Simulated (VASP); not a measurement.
Crystal: Zr2H3.

```
Zr H
1.0
    -2.24582    2.24582    3.09940
     2.24582   -2.24582    3.09940
     2.24582    2.24582   -3.09940
Zr H
2 3
Direct
  0.75000 0.25000 0.50000
  0.25000 0.75000 0.50000
  0.00000 0.00000 0.00000
  0.50000 0.00000 0.50000
  0.00000 0.50000 0.50000
```

```yaml
Program: VASP 6.6.1
Task: relaxation of cell and atoms
Functional: PBE
Potentials_or_basis: VASP PAW PBE potentials, release 64 (Zr_sv, H)
Cutoff: 600 eV
k_mesh: 6 × 6 × 6
Occupations: gaussian, width 0.1 eV
Spin: no spin polarisation
```

At the start: pressure 25.6 GPa; volume 12.51 Å³/atom.

Task: How do energy, volume and symmetry change on relaxing?

Result: Over 9 steps the energy falls by 634.0 meV/atom and the volume is 13.38 Å³/atom (+7.0 %); space group I4/mmm (No. 139, to 0.05 Å).

The path:
| step | energy change (eV) | largest force (eV/Å) | pressure (GPa) | volume (Å³) |
| --- | --- | --- | --- | --- |
| 1 | 0.0000 | 0.0000 | 25.61 | 62.53 |
| 2 | -2.3532 | 0.0000 | -10.17 | 79.33 |
| 3 | -3.0737 | 0.0000 | -3.86 | 72.56 |
| 4 | -3.0731 | 0.0000 | -3.57 | 72.36 |
| 5 | -3.1477 | 0.0000 | -1.76 | 69.31 |
| 6 | -3.1698 | 0.0000 | -0.02 | 66.91 |
| 7 | -3.1700 | 0.0000 | 0.20 | 66.66 |
| 8 | -3.1700 | 0.0000 | 0.10 | 66.77 |
| 9 | -3.1702 | 0.0000 | -0.12 | 66.90 |

Final structure:
```cif
data_structure
_symmetry_space_group_name_H-M 'P 1'
_symmetry_Int_Tables_number 1
_cell_length_a 4.7778
_cell_length_b 4.7778
_cell_length_c 4.7778
_cell_angle_alpha 127.300
_cell_angle_beta 127.300
_cell_angle_gamma 77.762
_cell_volume 66.90
loop_
_atom_site_label
_atom_site_type_symbol
_atom_site_fract_x
_atom_site_fract_y
_atom_site_fract_z
_atom_site_occupancy
Zr1 Zr 0.75000 0.25000 0.50000 1
Zr2 Zr 0.25000 0.75000 0.50000 1
H1 H 0.00000 0.00000 0.00000 1
H2 H 0.50000 0.00000 0.50000 1
H3 H 0.00000 0.50000 0.50000 1
```
